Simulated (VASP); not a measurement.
# KI (Fm-3m) in VASP: further runs

Runs on KI. Level: PBEsol. Tasks: electric field gradients.

All numbers are computed with VASP 6.6.1; they aren't measurements. Logs are shortened: lines on timing, memory, paths and dates and some standing lists are left out, and cuts for length are marked.

**1. The cell of the first run**

The structure is cubic, space group Fm-3m (No. 225). The conventional cell has a = 6.905 Å, b = 6.905 Å, c = 6.905 Å, α = 90.00°, β = 90.00°, γ = 90.00°. K (site symmetry m-3m) has 6 I at 3.45 Å within 4.5 Å. I (site symmetry m-3m) has 6 K at 3.45 Å within 4.5 Å.

**2. Electric field gradients, PBEsol (volume scaled by 0.94)**

The input, INCAR:

```
SYSTEM = KI
PREC     = Accurate       ! precision mode
ENCUT    = 520            ! plane-wave cutoff, eV
EDIFF    = 1E-8           ! SCF threshold, eV
ISMEAR   = -1             ! smearing method
SIGMA    = 0.01           ! smearing width, eV
LREAL    = .False.        ! projectors in reciprocal space
LASPH    = .True.         ! aspherical terms in the spheres
NELM     = 60             ! most SCF steps
ALGO     = Normal         ! electronic algorithm
ISIF     = 2              ! what is computed and relaxed
LWAVE    = .False.        ! write WAVECAR
LCHARG   = .False.        ! write CHGCAR
GGA      = PS             ! functional
LEFG     = .True.       
NBANDS   = 15             ! bands
```

The input, KPOINTS:

```
Automatic mesh
0
Gamma
  8 8 8
  0 0 0
```

The input, POSCAR:

```
KI
1.0
    0.0000000000      3.4526002195      3.4526002195
    3.4526002195      0.0000000000      3.4526002195
    3.4526002195      3.4526002195      0.0000000000
K I
1 1
Direct
    0.0000000000      0.0000000000      0.0000000000
    0.5000000000      0.5000000000      0.5000000000
```

Potentials or basis: VASP PAW PBE potentials, release 64 (K_sv, I).

On the command line:

```bash
> cat potpaw_PBE.64/K_sv/POTCAR potpaw_PBE.64/I/POTCAR > POTCAR
> mpirun -np 1 vasp_std > vasp.out
```

OUTCAR:

```text
SYSTEM = KI
   PREC = Accurate
   ENCUT = 520
   EDIFF = 1E-8
   ISMEAR = -1
   LREAL = .False.
   LASPH = .True.
   NELM = 60
   ISIF = 2
   GGA = PS

 ion  position               nearest neighbor table
   1  0.000  0.000  0.000-   2 3.45   2 3.45   2 3.45   2 3.45   2 3.45   2 3.45
   2  0.500  0.500  0.500-   1 3.45   1 3.45   1 3.45   1 3.45   1 3.45   1 3.45

  LATTYP: Found a face centered cubic cell.
 ALAT       =     6.9052004390

  Lattice vectors:

 A1 = (   0.0000000000,   3.4526002195,   3.4526002195)
 A2 = (   3.4526002195,   0.0000000000,   3.4526002195)
 A3 = (   3.4526002195,   3.4526002195,   0.0000000000)

Analysis of symmetry for initial positions (statically):
=====================================================================
 Subroutine PRICEL returns:
 Original cell was already a primitive cell.

 Routine SETGRP: Setting up the symmetry group for a
 face centered cubic supercell.

 Subroutine GETGRP returns: Found 48 space group operations
 (whereof 48 operations were pure point group operations)
 out of a pool of 48 trial point group operations.

The static configuration has the point symmetry O_h .

Analysis of symmetry for dynamics (positions and initial velocities):
=====================================================================
 Subroutine PRICEL returns:
 Original cell was already a primitive cell.

 Routine SETGRP: Setting up the symmetry group for a
 face centered cubic supercell.

 Subroutine GETGRP returns: Found 48 space group operations
 (whereof 48 operations were pure point group operations)
 out of a pool of 48 trial point group operations.

The dynamic configuration has the point symmetry O_h .

 Subroutine INISYM returns: Found 48 space group operations
 (whereof 48 operations are pure point group operations),
 and found     1 'primitive' translations

----------------------------------------------------------------------------------------

                                     Primitive cell

  volume of cell :      82.3131

  direct lattice vectors                    reciprocal lattice vectors
     0.000000000  3.452600219  3.452600219    -0.144818389  0.144818389  0.144818389
     3.452600219  0.000000000  3.452600219     0.144818389 -0.144818389  0.144818389
     3.452600219  3.452600219  0.000000000     0.144818389  0.144818389 -0.144818389

  length of vectors
     4.882714056  4.882714056  4.882714056     0.250832807  0.250832807  0.250832807

  position of ions in fractional coordinates (direct lattice)
     0.000000000  0.000000000  0.000000000
     0.500000000  0.500000000  0.500000000

  ion indices of the primitive-cell ions
   primitive index   ion index
                 1           1
                 2           2

----------------------------------------------------------------------------------------

 KPOINTS: Automatic mesh

Automatic generation of k-mesh.
 Grid dimensions read from file:
 generate k-points for:    8    8    8

 Generating k-lattice:

  Cartesian coordinates                     Fractional coordinates (reciprocal lattice)
    -0.018102299  0.018102299  0.018102299     0.125000000  0.000000000  0.000000000
     0.018102299 -0.018102299  0.018102299     0.000000000  0.125000000  0.000000000
     0.018102299  0.018102299 -0.018102299     0.000000000  0.000000000  0.125000000

  Length of vectors
     0.031354101  0.031354101  0.031354101

  Shift w.r.t. Gamma in fractional coordinates (k-lattice)
     0.000000000  0.000000000  0.000000000

 Subroutine IBZKPT returns following result:
 ===========================================

 Found     29 irreducible k-points:

 Following reciprocal coordinates:
            Coordinates               Weight
  0.000000  0.000000  0.000000      1.000000
  0.125000  0.000000  0.000000      8.000000
  0.250000  0.000000  0.000000      8.000000
  0.375000  0.000000  0.000000      8.000000
  0.500000  0.000000  0.000000      4.000000
  0.125000  0.125000  0.000000      6.000000
[... 16 lines left out ...]
  0.500000  0.250000  0.125000     48.000000
 -0.375000  0.250000  0.125000     24.000000
 [... further k-points ...]
   k-points           NKPTS =     29   k-points in BZ     NKDIM =     29   number of bands    NBANDS=     15
   number of dos      NEDOS =    301   number of ions     NIONS =      2
   total plane-waves  NPLWV =  46656
   dimension x,y,z NGX =    36 NGY =   36 NGZ =   36
   dimension x,y,z NGXF=    72 NGYF=   72 NGZF=   72
   ions per type =               1   1
   NGX,Y,Z   is equivalent  to a cutoff of  12.26, 12.26, 12.26 a.u.
   NGXF,Y,Z  is equivalent  to a cutoff of  24.51, 24.51, 24.51 a.u.
 SYSTEM =  KI
   PREC   = accura    normal or accurate (medium, high low for compatibility)
   ISTART =      0    job   : 0-new  1-cont  2-samecut
   ICHARG =      2    charge: 1-file 2-atom 10-const
   ISPIN  =      1    spin polarized calculation?
   LNONCOLLINEAR =      F non collinear calculations
   LSORBIT =      F    spin-orbit coupling
   LASPH  =      T    aspherical Exc in radial PAW
   ENCUT  =  520.0 eV  38.22 Ry    6.18 a.u.   9.08  9.08  9.08*2*pi/ulx,y,z
   NELM   =     60;   NELMIN=  2; NELMDL= -5     # of ELM steps
   EDIFF  = 0.1E-07   stopping-criterion for ELM
   LREAL  =      F    real-space projection
   EDIFFG = 0.1E-06   stopping-criterion for IOM
   NSW    =      0    number of steps for IOM
   IBRION =     -1    ionic relax: 0-MD 1-quasi-New 2-CG
   NFREE  =      0    steps in history (QN), initial steepest desc. (CG)
   ISIF   =      2    stress and relaxation
   ISYM   =      2    0-nonsym 1-usesym 2-fastsym
   POTIM  = 0.5000    time-step for ionic-motion
   TEBEG  =    0.0;   TEEND  =   0.0 temperature during run
   PSTRESS=    0.0 pullay stress
   NELECT =      16.0000    total number of electrons
   NUPDOWN=      -1.0000    fix difference up-down
   EMIN   =  10.00;   EMAX   =-10.00  energy-range for DOS
   EFERMI =   0.00;   METHOD = LEGACY
   ISMEAR =    -1;   SIGMA  =   0.01  broadening in eV -4-tet -1-fermi 0-gaus
   EFERMI_NEDOS =   21; number of points for ismear=-14 and -15
   IALGO  =     38    algorithm
   IMIX   =      4    mixing-type and parameters
     AMIX     =   0.40;   BMIX     =  1.00
     AMIX_MAG =   1.60;   BMIX_MAG =  1.00
  volume/ion in A,a.u.               =      41.16       277.74
  Fermi-wavevector in a.u.,A,eV,Ry     =   0.948328  1.792080 12.236071  0.899326
  Thomas-Fermi vector in A             =   2.076506
   LORBIT       =      0    0 simple, 1 ext, 2 COOP (PROOUT), +10 PAW based schemes
   GGA     = PS    functional components
[... 5 lines left out ...]
 non-spin polarized calculation
  energy-cutoff  :      520.00
  volume of cell :       82.31
 maximum number of plane-waves:      2252
   NGX = 19   NGY = 19   NGZ = 19

 number of electron      16.0000000 magnetization

 Free energy of the ion-electron system (eV)
  ---------------------------------------------------
  ext. energy  EPLUGINS =         0.00000000
  ---------------------------------------------------
  free energy    TOTEN  =        -5.80815629 eV

  energy without entropy =       -5.80815629  energy(sigma->0) =       -5.80815629

 E-fermi :   0.1109     XC(G=0):  -7.6253

 val. band max:       -0.1371498415   @ k =   0.0000   0.0000   0.0000
 cond. band min:       3.8298444896   @ k =   0.0000   0.0000   0.0000
 fundamental gap:      3.9669943311
 Fermi energy:         0.1109478603

 k-point     1 :       0.0000    0.0000    0.0000
  band No.  band energies     occupation
      1     -28.3509      2.00000
      2     -11.9139      2.00000
      3     -11.9139      2.00000
      4     -11.9139      2.00000
      5     -10.7868      2.00000
      6      -0.1371      2.00000
      7      -0.1371      2.00000
      8      -0.1371      2.00000
      9       3.8298      0.00000
     10       6.2457      0.00000
     11       6.2457      0.00000
     12       6.2457      0.00000
     13       7.0362      0.00000
     14       7.0362      0.00000
     15       9.5286      0.00000
[... 397 lines left out ...]
 k-point    24 :      -0.3750    0.2500    0.1250
  band No.  band energies     occupation
      1     -28.3471      2.00000
      2     -12.0913      2.00000
      3     -11.9381      2.00000
      4     -11.9259      2.00000
      5     -10.4445      2.00000
      6      -1.4106      2.00000
      7      -0.7713      2.00000
      8      -0.5957      2.00000
      9       5.8419      0.00000
     10       6.6522      0.00000
     11       7.4203      0.00000
     12       8.1989      0.00000
     13       8.6853      0.00000
     14       8.9002      0.00000
     15       9.8525      0.00000

 [... further k-points ...]
[... 5 lines left out ...]
  --------------------------------------------------------------------------------------
  -------------------------------------------------------------------------------------
  Total        0.3301726      0.3301726      0.3301726     -0.0000000      0.0000000      0.0000000
  in kB        6.4266225      6.4266225      6.4266225     -0.0000000      0.0000000      0.0000000
  external PRESSURE =       6.4266225 kB  Pullay stress =       0.0000000 kB

 VOLUME and BASIS-vectors are now :
 -----------------------------------------------------------------------------
  energy-cutoff  :      520.00
  volume of cell :       82.31
      direct lattice vectors                 reciprocal lattice vectors
     0.000000000  3.452600219  3.452600219    -0.144818389  0.144818389  0.144818389
     3.452600219  0.000000000  3.452600219     0.144818389 -0.144818389  0.144818389
     3.452600219  3.452600219  0.000000000     0.144818389  0.144818389 -0.144818389

 POSITION                                       TOTAL-FORCE (eV/Angst)
 -----------------------------------------------------------------------------------
      0.00000      0.00000      0.00000        -0.000000      0.000000     -0.000000
      3.45260      3.45260      3.45260         0.000000     -0.000000      0.000000
 -----------------------------------------------------------------------------------
    total drift:                                0.000000      0.000000      0.000000

  FREE ENERGIE OF THE ION-ELECTRON SYSTEM (eV)
  ---------------------------------------------------
  free  energy   TOTEN  =        -5.8081562921 eV

  energy  without entropy=       -5.8081562921  energy(sigma->0) =       -5.80815629

 Electric field gradients (V/A^2)
---------------------------------------------------------------------
 ion       V_xx      V_yy      V_zz      V_xy      V_xz      V_yz
---------------------------------------------------------------------
   1       0.000     0.000    -0.000     0.000     0.000     0.000
   2      -0.000    -0.000     0.000     0.000     0.000     0.000
---------------------------------------------------------------------

 Electric field gradients after diagonalization (V/A^2)
 (convention: |V_zz| > |V_xx| > |V_yy|)
----------------------------------------------------------------------
 ion       V_xx      V_yy      V_zz     asymmetry (V_yy - V_xx)/ V_zz
----------------------------------------------------------------------
   1      -0.000    -0.000     0.000       0.000
   2      -0.000    -0.000     0.001       0.000
----------------------------------------------------------------------

           NMR quadrupolar parameters

 Cq : quadrupolar parameter    Cq=e*Q*V_zz/h
 eta: asymmetry parameters     (V_yy - V_xx)/ V_zz
 Q  : nuclear electric quadrupole moment in mb (millibarn)
----------------------------------------------------------------------
 ion       Cq(MHz)       eta       Q (mb)
----------------------------------------------------------------------
   1       0.000       0.000       1.000
   2       0.000       0.000       1.000
----------------------------------------------------------------------
```

Run time: 37 s. Hardware: 1 thread of Intel Xeon Platinum 8259CL at 2.50GHz (Skylake/Cascade Lake), shared host; peak memory 0.21 GiB.

What came out:

```
Free energy            : -5.8082 eV
Pressure               : 0.6 GPa
Band gap on the k mesh : 3.97 eV, direct
```

Caveat: without QUAD_EFG the Cq values of the log hold for a quadrupole moment of 1 mb, not for the nuclei; the PAW data sets were made with another functional, which shifts forces and pressure a little; spin-orbit coupling is left out, which moves the levels of the heavy elements. A k mesh can miss the band edges.

(Continued in part 2 of 3.)
